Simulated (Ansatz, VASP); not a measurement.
# Bi4O: VASP beside Ansatz

```
Bi O
1.0
    -4.29835    4.29835    2.07680
     4.29835   -4.29835    2.07680
     4.29835    4.29835   -2.07680
Bi O
4 1
Direct
  0.00000 0.71135 0.71135
  0.00000 0.28865 0.28865
  0.71135 0.00000 0.71135
  0.28865 0.00000 0.28865
  0.00000 0.00000 0.00000
```

Alike in both runs: functional PBE; k mesh 6 × 6 × 6; occupations gaussian, width 0.1 eV; no spin polarisation.

Ansatz relaxed the structure, and its values are those at the end. VASP's run is a single point on that final structure, the one shown.

|  | VASP | Ansatz |
| --- | --- | --- |
| version | VASP 6.6.1 | Ansatz 0.2.0 |
| potentials or method | VASP PAW PBE potentials, release 64 (Bi_d, O), cutoff 520 eV | scalar-relativistic, plane waves, PAW |
| valence electrons in the cell | 66 | 66 |

```tsv
	VASP	Ansatz	Ansatz less VASP
gap on the k mesh at the Fermi level (eV)	none	none	-
pressure (GPa)	0.0	0.1	+0.05
rms of the force components (eV/Å)	0.014	0.017	+0.0028
```

A gap of «none» marks a metal or a gap that the smearing closes.

Spin-orbit coupling is off throughout.
